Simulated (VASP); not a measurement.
# Si15As (a cell with a defect) in VASP: single point with PBE

Aim: the single point of Si15As (a cell with a defect) with PBE.

Everything below comes from runs of VASP 6.6.1. Logs are shortened: lines on timing, memory, paths and dates and some standing lists are left out, and cuts for length are marked.

## (1) The cell of the first run

The cell holds a defect, 16 atoms: a = 7.736 Å, b = 7.736 Å, c = 7.736 Å, α = 60.00°, β = 60.00°, γ = 60.00°.

## (2) Single point, PBE, collinear spin

The input, INCAR:

```
ALGO = Normal
EDIFF = 1E-6
ENCUT = 520
GGA = PE
ISIF = 2
ISMEAR = 0
ISPIN = 2
LASPH = True
LCHARG = False
LORBIT = 11
LREAL = Auto
LWAVE = False
MAGMOM = 0.2 0 0 0 0 0 0 0 0.2 0.2 0 0.2 0 0.2 0 0
NBANDS = 50
NELM = 150
PREC = Accurate
SIGMA = 0.01
```

The input, KPOINTS:

```
k-points
0
Gamma
  2 2 2
```

The input, POSCAR:

```
Si15As
1.0
    0.0000000000      5.4700937543     -5.4700937543
    5.4700937543      5.4700937543      0.0000000000
    5.4700937543      0.0000000000     -5.4700937543
As Si
1 15
Direct
    0.1181353804      0.1207273145      0.1221899381
    0.1228346006      0.6247997873      0.1242534998
    0.6230727696      0.1250229990      0.1264923701
    0.6260303118      0.6256738834      0.1280528012
    0.1228324630      0.1227765494      0.6262688465
    0.1240654624      0.6281762617      0.6296488565
    0.6260360412      0.1265773334      0.6271450004
    0.6241483758      0.6271869287      0.6286624455
    0.2550796061      0.7320674203      0.2586631164
    0.2489543254      0.2505969347      0.2520691005
    0.7484806540      0.7506667087      0.2544941760
    0.7317626491      0.2566168120      0.2580881244
    0.2519450467      0.7502840282      0.7517601825
    0.2550826038      0.2571918152      0.7335252168
    0.7493564451      0.7518974755      0.7533732543
    0.7484787085      0.2530239803      0.7521376877
```

Potentials or basis: VASP PAW PBE potentials, release 64 (As, Si).

Launch:

```sh
$ cat potpaw_PBE.64/As/POTCAR potpaw_PBE.64/Si/POTCAR > POTCAR
$ mpirun -np 1 vasp_std > vasp.out
```

OUTCAR:

```text
EDIFF = 1E-6
   ENCUT = 520
   GGA = PE
   ISIF = 2
   ISMEAR = 0
   ISPIN = 2
   LASPH = True
   LORBIT = 11
   LREAL = Auto
   NELM = 150
   PREC = Accurate

 ion  position               nearest neighbor table
   1  0.118  0.121  0.122-  12 2.44   9 2.46  14 2.46  10 2.47
   2  0.123  0.625  0.124-  13 2.35  10 2.36   9 2.36  11 2.37
   3  0.623  0.125  0.126-  12 2.35  10 2.36  16 2.36  11 2.36
   4  0.626  0.626  0.128-  12 2.33   9 2.35  11 2.36  15 2.37
   5  0.123  0.123  0.626-  13 2.35  10 2.36  14 2.36  16 2.37
   6  0.124  0.628  0.630-  14 2.35   9 2.35  13 2.35  15 2.37
[... 8 lines left out ...]
  15  0.749  0.752  0.753-   8 2.37   4 2.37   7 2.37   6 2.37
  16  0.748  0.253  0.752-   7 2.36   8 2.36   3 2.36   5 2.37

  LATTYP: Found a face centered cubic cell.
 ALAT       =    10.9401875086

  Lattice vectors:

 A1 = (   0.0000000000,   5.4700937543,  -5.4700937543)
 A2 = (   5.4700937543,   5.4700937543,   0.0000000000)
 A3 = (   5.4700937543,   0.0000000000,  -5.4700937543)

Analysis of symmetry for initial positions (statically):
=====================================================================
 Subroutine PRICEL returns:
 Original cell was already a primitive cell.

 Routine SETGRP: Setting up the symmetry group for a
 face centered cubic supercell.

 Subroutine GETGRP returns: Found  1 space group operations
 (whereof  1 operations were pure point group operations)
 out of a pool of 48 trial point group operations.

The static configuration has the point symmetry C_1 .

Analysis of symmetry for dynamics (positions and initial velocities):
=====================================================================
 Subroutine PRICEL returns:
 Original cell was already a primitive cell.

 Routine SETGRP: Setting up the symmetry group for a
 face centered cubic supercell.

 Subroutine GETGRP returns: Found  1 space group operations
 (whereof  1 operations were pure point group operations)
 out of a pool of 48 trial point group operations.

The dynamic configuration has the point symmetry C_1 .

Analysis of structural, dynamic, and magnetic symmetry:
=====================================================================
 Subroutine PRICEL returns:
 Original cell was already a primitive cell.

 Routine SETGRP: Setting up the symmetry group for a
 face centered cubic supercell.

 Subroutine GETGRP returns: Found  1 space group operations
[... 156 lines left out ...]

 Free energy of the ion-electron system (eV)
  ---------------------------------------------------
  ext. energy  EPLUGINS =         0.00000000
  ---------------------------------------------------
  free energy    TOTEN  =       -84.30215235 eV

  energy without entropy =      -84.30214935  energy(sigma->0) =      -84.30215085

 E-fermi :   6.3507     XC(G=0):  -9.3599

 val. band max:        6.3259164719   @ k =   0.0000   0.0000   0.0000
 cond. band min:       6.3755170338   @ k =   0.0000   0.0000   0.0000
 fundamental gap:      0.0496005619
 Fermi energy:         6.3507180757

 spin component 1

 k-point     1 :       0.0000    0.0000    0.0000
  band No.  band energies     occupation
      1      -6.8404      1.00000
      2      -5.2478      1.00000
      3      -4.0097      1.00000
      4      -3.9725      1.00000
      5      -3.9654      1.00000
      6      -2.9866      1.00000
[... 365 lines left out ...]
     43       9.8841      0.00000
     44       9.9330      0.00000
 Fermi energy:         6.3507180757

 spin component 2

 k-point     1 :       0.0000    0.0000    0.0000
  band No.  band energies     occupation
      1      -6.8404      1.00000
      2      -5.2478      1.00000
      3      -4.0097      1.00000
      4      -3.9725      1.00000
      5      -3.9654      1.00000
      6      -2.9866      1.00000
[... 365 lines left out ...]
     43       9.8841      0.00000
     44       9.9330      0.00000
 [bands above 44 left out]

------------------------ aborting loop because EDIFF is reached ----------------------------------------

  FORCE on cell =-STRESS in cart. coord.  units (eV):
  Direction    XX          YY          ZZ          XY          YZ          ZX
  --------------------------------------------------------------------------------------
  -------------------------------------------------------------------------------------
  Total        1.8112155      1.5289842      1.5278356     -0.4390940      0.4470518      0.4375057
  in kB        8.8647481      7.4834054      7.4777835     -2.1490859      2.1880344      2.1413122
  external PRESSURE =       7.9419790 kB  Pullay stress =       0.0000000 kB

 VOLUME and BASIS-vectors are now :
 -----------------------------------------------------------------------------
  energy-cutoff  :      520.00
  volume of cell :      327.35
      direct lattice vectors                 reciprocal lattice vectors
     0.000000000  5.470093754 -5.470093754    -0.091406112  0.091406112 -0.091406112
     5.470093754  5.470093754  0.000000000     0.091406112  0.091406112  0.091406112
     5.470093754  0.000000000 -5.470093754     0.091406112 -0.091406112 -0.091406112

 POSITION                                       TOTAL-FORCE (eV/Angst)
 -----------------------------------------------------------------------------------
      1.32878      1.30660     -1.31460        -0.001903     -0.004952      0.001445
      4.09739      4.08963     -1.35160         0.000329      0.000459      0.000219
      1.37581      4.09215     -4.10019         0.001917     -0.000715      0.000193
      4.12296      6.84694     -4.12491         0.000721     -0.000317     -0.000859
      4.09735      1.34350     -4.09765         0.000730     -0.000071     -0.000717
      6.88042      4.11483     -4.12289        -0.002945      0.001228     -0.000202
[... 8 lines left out ...]
      8.23397      8.21200     -8.22007         0.001101      0.002120     -0.001645
      5.49833      5.47831     -8.20851        -0.002318     -0.000988     -0.000315
 -----------------------------------------------------------------------------------
    total drift:                               -0.002730     -0.005727     -0.002474

  FREE ENERGIE OF THE ION-ELECTRON SYSTEM (eV)
  ---------------------------------------------------
  free  energy   TOTEN  =       -84.3021523516 eV

  energy  without entropy=      -84.3021493495  energy(sigma->0) =      -84.30215085

 total charge

# of ion       s       p       d       tot
------------------------------------------
    1        1.228   1.537   0.046   2.812
    2        0.735   0.947   0.000   1.682
    3        0.735   0.947   0.000   1.682
    4        0.734   0.951   0.000   1.685
    5        0.735   0.947   0.000   1.682
    6        0.734   0.950   0.000   1.685
[... 8 lines left out ...]
   15        0.746   0.939   0.000   1.685
   16        0.744   0.941   0.000   1.685
--------------------------------------------------
tot         12.353  15.568   0.046  27.968

 magnetization (x)

# of ion       s       p       d       tot
------------------------------------------
    1       -0.000  -0.000   0.000  -0.000
    2       -0.000  -0.000   0.000  -0.000
    3       -0.000  -0.000   0.000  -0.000
    4        0.000  -0.000   0.000  -0.000
    5       -0.000  -0.000   0.000  -0.000
    6        0.000  -0.000   0.000  -0.000
[... 8 lines left out ...]
   15        0.000  -0.000   0.000  -0.000
   16        0.000  -0.000   0.000  -0.000
--------------------------------------------------
tot         -0.000  -0.000   0.000  -0.000
```

OSZICAR:

```text
N       E                     dE             d eps       ncg     rms          rms(c)
DAV:   1     0.159183431679E+03    0.15918E+03   -0.24620E+04  1600   0.108E+03
DAV:   2    -0.716178604884E+02   -0.23080E+03   -0.21371E+03  1958   0.163E+02
DAV:   3    -0.855539174188E+02   -0.13936E+02   -0.13631E+02  2124   0.359E+01
DAV:   4    -0.858329601499E+02   -0.27904E+00   -0.27812E+00  1976   0.618E+00
DAV:   5    -0.858402361978E+02   -0.72760E-02   -0.72714E-02  1998   0.943E-01    0.136E+01
DAV:   6    -0.847373741176E+02    0.11029E+01   -0.74063E-01  1920   0.289E+00    0.820E+00
DAV:   7    -0.842922573999E+02    0.44512E+00   -0.13798E+00  1932   0.360E+00    0.111E+00
DAV:   8    -0.842985345026E+02   -0.62771E-02   -0.15430E-01  1880   0.140E+00    0.726E-01
DAV:   9    -0.842991187499E+02   -0.58425E-03   -0.24425E-02  1950   0.511E-01    0.306E-01
DAV:  10    -0.843009076380E+02   -0.17889E-02   -0.69854E-03  1856   0.264E-01    0.174E-01
DAV:  11    -0.843017319850E+02   -0.82435E-03   -0.77926E-04  1910   0.960E-02    0.973E-02
DAV:  12    -0.843021074365E+02   -0.37545E-03   -0.39813E-04  1888   0.716E-02    0.420E-02
DAV:  13    -0.843021437628E+02   -0.36326E-04   -0.67123E-05  1934   0.297E-02    0.215E-02
DAV:  14    -0.843021504641E+02   -0.67013E-05   -0.12265E-05  1992   0.124E-02    0.644E-03
DAV:  15    -0.843021522663E+02   -0.18022E-05   -0.48983E-06  1756   0.773E-03    0.316E-03
DAV:  16    -0.843021523516E+02   -0.85258E-07   -0.42062E-07  1240   0.249E-03
   1 F= -.84302152E+02 E0= -.84302151E+02  d E =-.300207E-05  mag=    -0.0000
```

stdout:

```text
POSCAR found type information on POSCAR AsSi
 POSCAR found :  2 types and      16 ions
 scaLAPACK will be used
 LDA part: xc-table for (Slater+PW92), standard interpolation
 POSCAR, INCAR and KPOINTS ok, starting setup
 FFT: planning ... GRIDC
 FFT: planning ... GRID_SOFT
 FFT: planning ... GRID
 WAVECAR not read
 entering main loop
```

Run time: 12 min. Hardware: 1 thread of Intel Xeon 8259CL, shared host; peak memory 0.71 GiB.

What came out:

* Free energy: -84.3022 eV
* Pressure: 0.8 GPa
* Largest force: 0.020 eV/Å
* Net moment: 0.00 μB per cell
* Valence electrons inside the program's atomic spheres: As 2.81; Si 1.68, 1.69, 1.66, 1.65 (each value once)

Forces in eV/Å, atoms in the order of the input:
```
As  -0.002 -0.005  0.001
Si   0.000  0.000  0.000
Si   0.002 -0.001  0.000
Si   0.001  0.000 -0.001
Si   0.001  0.000 -0.001
Si  -0.003  0.001  0.000
Si   0.001  0.000  0.001
Si  -0.001  0.001  0.000
Si  -0.010 -0.009 -0.009
Si   0.011  0.012 -0.011
Si  -0.001  0.000  0.001
Si   0.011 -0.010  0.011
Si   0.001 -0.001  0.001
Si  -0.010  0.009  0.009
Si   0.001  0.002 -0.002
Si  -0.002 -0.001  0.000
```

Levels at points of the mesh, in eV from the Fermi level:
Spin up:
```tsv
k point	band 30	band 31	band 32	band 33	band 34	band 35
(0.00, 0.00, 0.00)	-0.93	-0.88	-0.88	-0.87	-0.04	-0.02
(0.50, 0.00, 0.00)	-1.70	-1.53	-1.51	0.13	0.69	0.79
(0.00, 0.50, 0.00)	-1.69	-1.53	-1.51	0.11	0.67	0.79
(0.00, 0.00, 0.50)	-1.69	-1.53	-1.51	0.11	0.67	0.79
(0.50, 0.50, 0.50)	-1.71	-1.51	-1.51	-0.06	0.75	0.76
(0.50, 0.50, 0.00)	-2.17	-2.16	-2.03	0.26	0.30	1.37
(0.00, 0.50, 0.50)	-2.17	-2.16	-2.03	0.27	0.28	1.38
(0.50, 0.00, 0.50)	-2.17	-2.16	-2.03	0.26	0.30	1.37
```
Spin down:
```csv
k point,band 28,band 29,band 30,band 31,band 32,band 33,band 34,band 35,band 36,band 37
"(0.00, 0.00, 0.00)",-1.93,-1.92,-0.93,-0.88,-0.88,-0.87,-0.04,-0.02,0.02,0.11
"(0.50, 0.00, 0.00)",-2.88,-1.70,-1.70,-1.53,-1.51,0.13,0.69,0.79,0.79,0.81
"(0.00, 0.50, 0.00)",-2.89,-1.70,-1.69,-1.53,-1.51,0.11,0.67,0.79,0.80,0.81
"(0.00, 0.00, 0.50)",-2.89,-1.70,-1.69,-1.53,-1.51,0.11,0.67,0.79,0.80,0.81
"(0.50, 0.50, 0.50)",-2.91,-1.71,-1.71,-1.51,-1.51,-0.06,0.75,0.76,0.78,0.88
"(0.50, 0.50, 0.00)",-2.64,-2.21,-2.17,-2.16,-2.03,0.26,0.30,1.37,1.52,1.62
"(0.00, 0.50, 0.50)",-2.65,-2.19,-2.17,-2.16,-2.03,0.27,0.28,1.38,1.52,1.62
"(0.50, 0.00, 0.50)",-2.64,-2.21,-2.17,-2.16,-2.03,0.26,0.30,1.37,1.52,1.62
```

Caveat: the k points lie up to 0.50 Å⁻¹ apart.
